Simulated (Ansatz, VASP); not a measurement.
**KMgH3: VASP beside Ansatz**

```
CELL_PARAMETERS angstrom
4.02500 0.00000 0.00000
0.00000 4.02500 0.03522
0.00000 0.03522 4.02500
ATOMIC_POSITIONS crystal
K 0.00000 0.00000 0.00000
Mg 0.50000 0.50000 0.50000
H 0.00000 0.50000 0.50000
H 0.50000 0.00000 0.50000
H 0.50000 0.50000 0.00000
```

Change from the starting cell: strain +0.0175 x Voigt [0, 0, 0, 1, 0, 0], atoms carried along.

Alike in both runs: task single point; functional LDA; k mesh 8 × 8 × 8; occupations gaussian, width 0.05 eV; no spin polarisation.

```csv
,VASP,Ansatz
version,VASP 6.6.1,Ansatz 0.2.0
potentials or method,"VASP PAW LDA potentials, release 64 (K_sv, Mg, H), cutoff 520 eV","scalar-relativistic, plane waves, PAW"
valence electrons in the cell,14,22
```

|  | VASP | Ansatz | Ansatz less VASP |
| --- | --- | --- | --- |
| gap on the k mesh at the Fermi level (eV) | 2.05 | 2.05 | +0.003 |
| least direct gap on the mesh (eV) | 4.16 | 4.16 | -0.002 |
| pressure (GPa) | -3.2 | -2.9 | +0.26 |
| traceless stress, the component that is largest in VASP (GPa) | -0.63 | -0.63 | +0.009 |

LDA's correlation is that of Perdew and Zunger in VASP and of Perdew and Wang (1992) in Ansatz. VASP's potentials hold 14 valence electrons a cell and Ansatz's 22, so a difference there can come from the potentials and not from the codes.
